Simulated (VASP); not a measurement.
# Ba (Im-3m) in VASP: further runs, part 2 of 2

VASP 6.6.1. The steps go on from the part before.

**3. Single point, PBEsol**

This run uses another cell than the first one, of 57.94 Å³/atom.

Input file INCAR:

```
PREC = Accurate ; ENCUT = 520
EDIFF = 1E-7 ; ISMEAR = -1
SIGMA = 0.05 ; LREAL = F
LASPH = T ; NELM = 100
ALGO = Normal ; ISIF = 2
LWAVE = F ; LCHARG = F
GGA = PS ; NBANDS = 11
```

Input file KPOINTS:

```
regular mesh
0
Gamma
  8 8 8
```

Input file POSCAR:

```
Ba
1.0
   -2.4376305968      2.4376305968      2.4376305968
    2.4376305968     -2.4376305968      2.4376305968
    2.4376305968      2.4376305968     -2.4376305968
Ba
1
Direct
    0.0000000000      0.0000000000      0.0000000000
```

Potentials or basis: VASP PAW PBE potentials, release 64 (Ba_sv).

The run is started by

```
$ cat potpaw_PBE.64/Ba_sv/POTCAR > POTCAR
$ mpirun -np 1 vasp_std > vasp.out
```

OUTCAR:

```text
PREC = Accurate
   ENCUT = 520
   EDIFF = 1E-7
   ISMEAR = -1
   LREAL = F
   LASPH = T
   NELM = 100
   ISIF = 2
   GGA = PS

 ion  position               nearest neighbor table
   1  0.000  0.000  0.000-

  LATTYP: Found a body centered cubic cell.
 ALAT       =     4.8752611936

  Lattice vectors:

 A1 = (  -2.4376305968,   2.4376305968,   2.4376305968)
 A2 = (   2.4376305968,  -2.4376305968,   2.4376305968)
 A3 = (   2.4376305968,   2.4376305968,  -2.4376305968)

Analysis of symmetry for initial positions (statically):
=====================================================================
 Subroutine PRICEL returns:
 Original cell was already a primitive cell.

 Routine SETGRP: Setting up the symmetry group for a
 body centered cubic supercell.

 Subroutine GETGRP returns: Found 48 space group operations
 (whereof 48 operations were pure point group operations)
 out of a pool of 48 trial point group operations.

The static configuration has the point symmetry O_h .

Analysis of symmetry for dynamics (positions and initial velocities):
=====================================================================
 Subroutine PRICEL returns:
 Original cell was already a primitive cell.

 Routine SETGRP: Setting up the symmetry group for a
 body centered cubic supercell.

 Subroutine GETGRP returns: Found 48 space group operations
 (whereof 48 operations were pure point group operations)
 out of a pool of 48 trial point group operations.

The dynamic configuration has the point symmetry O_h .

 Subroutine INISYM returns: Found 48 space group operations
 (whereof 48 operations are pure point group operations),
 and found     1 'primitive' translations

----------------------------------------------------------------------------------------

                                     Primitive cell

  volume of cell :      57.9380

  direct lattice vectors                    reciprocal lattice vectors
[... 110 lines left out ...]
   GGA     = PS    functional components
   LHFCALC =     F    Hartree Fock is set to
   AEXX    =    0.0000 exact exchange contribution
   IVDW    =     0    specifies the selected vdW correction
   LEPSILON=     F    determine dielectric tensor
   LRPA    =     F    only Hartree local field effects (RPA)
 non-spin polarized calculation
  energy-cutoff  :      520.00
  volume of cell :       57.94
 maximum number of plane-waves:      1568
   NGX = 15   NGY = 15   NGZ = 15

 number of electron      10.0000001 magnetization

 Free energy of the ion-electron system (eV)
  ---------------------------------------------------
  ext. energy  EPLUGINS =         0.00000000
  ---------------------------------------------------
  free energy    TOTEN  =        -2.15850318 eV

  energy without entropy =       -2.15144700  energy(sigma->0) =       -2.15497509

 E-fermi :   1.7776     XC(G=0):  -7.7841

 val. band max:        1.6957758185   @ k =  -0.3750   0.5000   0.2500
 cond. band min:       1.9675131223   @ k =   0.2500   0.2500   0.1250
 fundamental gap:      0.2717373038
 Fermi energy:         1.7775621878

 k-point     1 :       0.0000    0.0000    0.0000
  band No.  band energies     occupation
      1     -26.9038      2.00000
      2     -11.7790      2.00000
      3     -11.7790      2.00000
      4     -11.7790      2.00000
      5      -0.9878      2.00000
      6       3.7210      0.00000
      7       3.7210      0.00000
      8       3.7210      0.00000
      9       5.2747      0.00000
     10       5.2747      0.00000
     11       9.0006      0.00000
[... 309 lines left out ...]
 k-point    24 :      -0.3750    0.3750    0.2500
  band No.  band energies     occupation
      1     -26.8259      2.00000
      2     -12.2313      2.00000
      3     -12.0567      2.00000
      4     -12.0032      2.00000
      5       1.5170      1.98915
      6       2.0127      0.01797
      7       3.8042      0.00000
      8       4.0595      0.00000
      9       5.6864      0.00000
     10       6.0757      0.00000
     11       9.5708      0.00000

 [... further k-points ...]

------------------------ aborting loop because EDIFF is reached ----------------------------------------

  FORCE on cell =-STRESS in cart. coord.  units (eV):
  Direction    XX          YY          ZZ          XY          YZ          ZX
  --------------------------------------------------------------------------------------
  -------------------------------------------------------------------------------------
  Total        0.0286809      0.0286809      0.0286809      0.0000000      0.0000000     -0.0000000
  in kB        0.7931207      0.7931207      0.7931207      0.0000000      0.0000000     -0.0000000
  external PRESSURE =       0.7931207 kB  Pullay stress =       0.0000000 kB

 VOLUME and BASIS-vectors are now :
 -----------------------------------------------------------------------------
  energy-cutoff  :      520.00
  volume of cell :       57.94
      direct lattice vectors                 reciprocal lattice vectors
    -2.437630597  2.437630597  2.437630597     0.000000000  0.205117215  0.205117215
     2.437630597 -2.437630597  2.437630597     0.205117215  0.000000000  0.205117215
     2.437630597  2.437630597 -2.437630597     0.205117215  0.205117215  0.000000000

 POSITION                                       TOTAL-FORCE (eV/Angst)
 -----------------------------------------------------------------------------------
      0.00000      0.00000      0.00000         0.000000     -0.000000      0.000000
 -----------------------------------------------------------------------------------
    total drift:                                0.000000      0.000000     -0.000000

  FREE ENERGIE OF THE ION-ELECTRON SYSTEM (eV)
  ---------------------------------------------------
  free  energy   TOTEN  =        -2.1585031762 eV

  energy  without entropy=       -2.1514469994  energy(sigma->0) =       -2.15497509
```

It took 14 s on 1 thread of Intel Xeon 8259CL, shared host; peak memory 0.17 GiB.

What came out:

| Property | Result |
| --- | --- |
| Free energy | -2.1585 eV |
| Pressure | 0.1 GPa |
| Band gap on the k mesh | zero (bands 5 and 6 overlap by 1.26 eV) |

Levels at points of the mesh, in eV from the Fermi level:
```csv
k point,band 1,band 2,band 3,band 4,band 5,band 6,band 7,band 8,band 9,band 10
"(0.00, 0.00, 0.00)",-28.68,-13.56,-13.56,-13.56,-2.77,1.94,1.94,1.94,3.50,3.50
"(0.50, 0.00, 0.00)",-28.62,-14.16,-13.75,-13.56,-0.92,0.70,1.57,3.49,4.12,5.74
"(0.50, 0.50, 0.50)",-28.57,-13.97,-13.97,-13.97,-0.62,-0.62,4.81,4.81,4.81,5.18
```

Caveat: the PAW data sets were made with another functional, which shifts forces and pressure a little; spin-orbit coupling is left out, which moves the levels of the heavy elements.

**4. Relaxation of cell and atoms, PBEsol**

This run uses another cell than the first one, of 62.99 Å³/atom.

Input file INCAR:

```
ALGO     = Normal         # electronic algorithm
EDIFF    = 1E-6           # SCF threshold, eV
EDIFFG   = -0.005         # ionic threshold
ENCUT    = 600            # plane-wave cutoff, eV
GGA      = PS             # functional
IBRION   = 2              # ionic algorithm
ISIF     = 3              # what is computed and relaxed
ISMEAR   = -1             # smearing method
LASPH    = True           # aspherical terms in the spheres
LCHARG   = False          # write CHGCAR
LREAL    = False          # projectors in reciprocal space
LWAVE    = False          # write WAVECAR
NELM     = 80             # most SCF steps
NSW      = 80             # ionic steps
PREC     = Accurate       # precision mode
SIGMA    = 0.05           # smearing width, eV
```

Input file KPOINTS:

```
k-points
0
Gamma
  8 8 8
```

Input file POSCAR:

```
Ba
1.0
   -2.5065000000      2.5065000000      2.5065000000
    2.5065000000     -2.5065000000      2.5065000000
    2.5065000000      2.5065000000     -2.5065000000
Ba
1
Direct
    0.0000000000      0.0000000000      0.0000000000
```

The run is started by

```
$ cat potpaw_PBE.64/Ba_sv/POTCAR > POTCAR
$ mpirun -np 1 vasp_std > vasp.out
```

Run time: 47 s. Hardware: 1 thread of Intel Xeon 8259CL, shared host; peak memory 0.22 GiB.

Results (log left out):

```yaml
Free_energy: -2.1586 eV
Relaxed_volume: 58.34 Å³/atom
Relaxed_cell: a = 4.232 Å, b = 4.232 Å, c = 4.232 Å, α = 109.47°, β = 109.47°, γ = 109.47°
Space_group_after_relaxing_to_0.1_Å: Im-3m (No. 229)
Energy_gained_by_relaxing: 10.0 meV/atom
Ionic_steps: 4
Pressure_after_relaxing: 0.0 GPa
Band_gap_on_the_k_mesh: zero (bands 5 and 6 overlap by 1.24 eV)
```

Step by step:
```
step  energy change (eV)  largest force (eV/Å)  pressure (GPa)  volume (Å³)
   1              0.0000                0.0000           -0.66        62.99
   2             -0.0074                0.0000           -0.36        60.67
   3             -0.0100                0.0000            0.01        58.25
   4             -0.0100                0.0000            0.00        58.34
```

Final structure:
```yaml
crystal:
  lattice:
    - [-2.44326, 2.44326, 2.44326]
    - [2.44326, -2.44326, 2.44326]
    - [2.44326, 2.44326, -2.44326]
  atoms:
    - { symbol: Ba, position: [0.00000, 0.00000, 0.00000] }
```

Levels at points of the mesh, in eV from the Fermi level:
```tsv
k point	band 3	band 4	band 5	band 6	band 7	band 8
(0.00, 0.00, 0.00)	-13.57	-13.57	-2.77	1.93	1.93	1.93
(0.50, 0.00, 0.00)	-13.76	-13.58	-0.92	0.70	1.55	3.46
(0.50, 0.50, 0.50)	-13.98	-13.98	-0.61	-0.61	4.77	4.77
```

Caveat: the PAW data sets were made with another functional, which shifts forces and pressure a little; spin-orbit coupling is left out, which moves the levels of the heavy elements.

**5. Relaxation of cell and atoms, PBEsol, target pressure 2 GPa, at which the enthalpy is minimised**

This run uses another cell than the first one, of 62.99 Å³/atom.

Input file INCAR:

```
PREC = Accurate
ENCUT = 600
EDIFF = 1E-6
ISMEAR = -1
SIGMA = 0.05
LREAL = False
LASPH = True
NELM = 60
ALGO = Normal
ISIF = 3
LWAVE = False
LCHARG = False
GGA = PS
IBRION = 2
NSW = 80
EDIFFG = -0.005
PSTRESS = 20.0
```

Input file KPOINTS:

```
regular mesh
0
Gamma
  8 8 8
```

POSCAR is that of step 4.

The run is started by

```
$ cat potpaw_PBE.64/Ba_sv/POTCAR > POTCAR
$ mpirun -np 1 vasp_std > vasp.out
```

It took 59 s on 1 thread of Intel Xeon 8259CL, shared host; peak memory 0.22 GiB.

The run converged. Its results:

| Quantity | Value |
| --- | --- |
| Free energy | -2.1078 eV |
| Relaxed volume | 49.51 Å³/atom |
| Relaxed cell | a = 4.007 Å, b = 4.007 Å, c = 4.007 Å, α = 109.47°, β = 109.47°, γ = 109.47° |
| Space group after relaxing (to 0.1 Å) | Im-3m (No. 229) |
| Energy change on relaxing (the run minimises the enthalpy) | +40.9 meV/atom |
| Ionic steps | 4 |
| Pressure after relaxing | 2.0 GPa |
| Band gap on the k mesh | zero (bands 5 and 6 overlap by 1.74 eV) |

Step by step:
```tsv
step	energy change (eV)	largest force (eV/Å)	pressure (GPa)	volume (Å³)
1	0.0000	0.0000	-0.66	62.99
2	0.0016	0.0000	0.86	53.94
3	0.0324	0.0000	1.80	50.22
4	0.0409	0.0000	2.01	49.51
```

Final structure:
```cif
data_structure
_symmetry_space_group_name_H-M 'P 1'
_symmetry_Int_Tables_number 1
_cell_length_a 4.0065
_cell_length_b 4.0065
_cell_length_c 4.0065
_cell_angle_alpha 109.471
_cell_angle_beta 109.471
_cell_angle_gamma 109.471
_cell_volume 49.51
loop_
_atom_site_label
_atom_site_type_symbol
_atom_site_fract_x
_atom_site_fract_y
_atom_site_fract_z
_atom_site_occupancy
Ba1 Ba 0.00000 0.00000 0.00000 1
```

Levels at points of the mesh, in eV from the Fermi level:
```csv
k point,band 3,band 4,band 5,band 6,band 7,band 8
"(0.00, 0.00, 0.00)",-13.15,-13.15,-2.75,2.14,2.14,2.14
"(0.50, 0.00, 0.00)",-13.45,-13.17,-1.02,0.67,2.26,4.02
"(0.50, 0.50, 0.50)",-13.81,-13.81,-0.87,-0.87,5.76,5.76
```

Caveat: the cell is relaxed towards a set pressure, so the run minimises the enthalpy, not the energy; the volume moved by over 15 % at a fixed basis, so the end points are rough; the PAW data sets were made with another functional, which shifts forces and pressure a little; spin-orbit coupling is left out, which moves the levels of the heavy elements.

**6. The runs side by side**

| task | cell | cutoff (eV) | gap on the mesh (eV) | pressure (GPa) |
| --- | --- | --- | --- | --- |
| single point | a = 3.987 Å, angles 109.5°, 1 atom | 520 | none | 2.2 |
| single point | a = 4.222 Å, angles 109.5°, 1 atom | 520 | none | 0.1 |
| relaxation of cell and atoms | relaxed from a = 4.341 Å, angles 109.5°, 1 atom | 600 | none | 0.0 |
| relaxation of cell and atoms | relaxed to 2 GPa from a = 4.341 Å, angles 109.5°, 1 atom | 600 | none | 2.0 |

Alike in all rows: level PBEsol; potentials or basis VASP PAW PBE potentials, release 64 (Ba_sv); no spin polarisation; k mesh 8 × 8 × 8; smearing fermi-dirac 0.05 eV.

Caveats: the PAW data sets were made with another functional, which shifts forces and pressure a little; spin-orbit coupling is left out, which moves the levels of the heavy elements; the cell is relaxed towards a set pressure, so the run minimises the enthalpy, not the energy (at least some runs); the volume moved by over 15 % at a fixed basis, so the end points are rough (at least some runs).

Absolute energies hang on the potentials; compare differences alone.

The gap in the log of VASP goes by the Fermi energy; the results here count the filled bands.